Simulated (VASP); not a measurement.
# NbCd3: single point with PBE

Crystal: NbCd3.

```
CELL_PARAMETERS angstrom
4.21500 0.00000 0.00000
0.00000 4.21500 0.00000
0.00000 0.00000 4.21500
ATOMIC_POSITIONS crystal
Nb 0.00000 0.00000 0.00000
Cd 0.00000 0.50000 0.50000
Cd 0.50000 0.00000 0.50000
Cd 0.50000 0.50000 0.00000
```

```json
{
 "Program": "VASP 6.6.1",
 "Task": "single point",
 "Functional": "PBE",
 "Potentials or basis": "VASP PAW PBE potentials, release 64 (Nb_sv, Cd)",
 "Cutoff": "520 eV",
 "k mesh": "5 × 5 × 5",
 "Occupations": "fermi-dirac, width 0.1 eV",
 "Spin": "no spin polarisation"
}
```

```
Pressure               : 7.9 GPa
Band gap on the k mesh : zero (an odd number of electrons rules out a gap without spin polarisation)
```

Levels at points of the mesh, in eV from the Fermi level:
| k point | band 22 | band 23 | band 24 | band 25 | band 26 | band 27 |
| --- | --- | --- | --- | --- | --- | --- |
| (0.00, 0.00, 0.00) | -0.84 | 0.31 | 0.31 | 0.31 | 1.37 | 1.37 |

It took 19 s on 1 thread of AMD EPYC 7R13 Processor (Zen 3), with other jobs on the host, peak memory 0.15 GiB.

Caveat: the cell stands under pressure.
